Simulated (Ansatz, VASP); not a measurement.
**MgI2 in VASP and in Ansatz**

```xyz
3
Lattice="4.1537 0.0415 0.0415 -2.0409 3.5764 0.0152 0.0686 0.0686 6.8620" Properties=species:S:1:pos:R:3 pbc="T T T"
Mg    0.0000    0.0000    0.0000
I     0.0760    2.4501    5.2228
I     2.1055    1.2365    1.6959
```

Change from the starting cell: equal xy, yz and zx shear strains of +2 %.

Alike in both runs: task single point; functional PBEsol; k mesh 7 × 7 × 4; occupations fermi-dirac, width 0.03 eV; no spin polarisation.

|  | VASP | Ansatz |
| --- | --- | --- |
| version | VASP 6.6.1 | Ansatz 0.2.0 |
| potentials or method | VASP PAW PBE potentials, release 64 (Mg, I), cutoff 520 eV | all-electron LAPW, scalar-relativistic |

```csv
,VASP,Ansatz,Ansatz less VASP
gap on the k mesh at the Fermi level (eV),3.41,3.43,+0.015
pressure (GPa),-0.2,-0.1,+0.03
"traceless stress, the component that is largest in VASP (GPa)",-0.35,-0.35,0.000
rms of the force components (eV/Å),0.039,0.038,-0.0003
```

VASP's potentials were made for PBE, not for PBEsol. Atom by atom the forces differ by 0.001 eV/Å (rms over components). Ansatz ran all-electron here, and VASP with PAW potentials.

Neither program's run includes spin-orbit coupling.
